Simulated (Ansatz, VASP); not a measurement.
Os: VASP beside Ansatz

File INCAR:

```
  PREC = Accurate
  ENCUT = 520
  EDIFF = 1E-6
  ISMEAR = -1
  SIGMA = 0.05
  LREAL = False
  LASPH = True
  NELM = 80
  ALGO = Normal
  ISIF = 2
  LWAVE = False
  LCHARG = True
  GGA = CA
  LELF = True
  LVHAR = True
  NBANDS = 15
```

The input KPOINTS:

```
Automatic mesh
0
Gamma
  11 11 6
```

Contents of POSCAR:

```
Os
1.0
    2.6782863798      0.0000000000      0.0000000000
   -1.3391431899      2.3194640436      0.0000000000
    0.0000000000      0.0000000000      4.2315181138
Os
2
Direct
    0.6666666667      0.3333333333      0.7500000000
    0.3333333333      0.6666666667      0.2500000000
```

File input.yaml:

```yaml
crystal:
  lattice:
    - [2.6782863798, 0.0, 0.0]
    - [-1.3391431899, 2.3194640436, 0.0]
    - [0.0, 0.0, 4.2315181138]
  atoms:
    - { symbol: Os, position: [0.6666666667, 0.3333333333, 0.75] }
    - { symbol: Os, position: [0.3333333333, 0.6666666667, 0.25] }
kpoints:
  mp_grid: { grid: [11, 11, 6] }
scf:
  occupations: { method: fermi_dirac, width: 0.05 }
hamiltonian:
  xc: lda
  pseudopotentials: { kind: all_electron, lapw: { basis_error: 0.001 } }
output:
  forces: true
  stress: true
  eigenvalues: true
```

Change from the starting cell: volume scaled by 0.94.

Alike in both runs: task single point; functional LDA; k mesh 11 × 11 × 6; occupations fermi-dirac, width 0.05 eV; no spin polarisation.

|  | VASP | Ansatz |
| --- | --- | --- |
| version | VASP 6.6.1 | Ansatz 0.2.0 |
| potentials or method | VASP PAW LDA potentials, release 64 (Os), cutoff 520 eV | all-electron LAPW, scalar-relativistic |

VASP gave:

```
gap on the k mesh at the Fermi level (eV)                     : none
pressure (GPa)                                                : 22.2
traceless stress, the component that is largest in VASP (GPa) : 0.95
```

Q: Which values does Ansatz return?

A: gap on the k mesh at the Fermi level (eV): none; pressure (GPa): 20.6; traceless stress, the component that is largest in VASP (GPa): 1.06.

LDA's correlation is that of Perdew and Zunger in VASP and of Perdew and Wang (1992) in Ansatz. A gap of «none» marks a metal or a gap that the smearing closes. Ansatz ran all-electron here, and VASP with PAW potentials.

Spin-orbit coupling is off throughout.
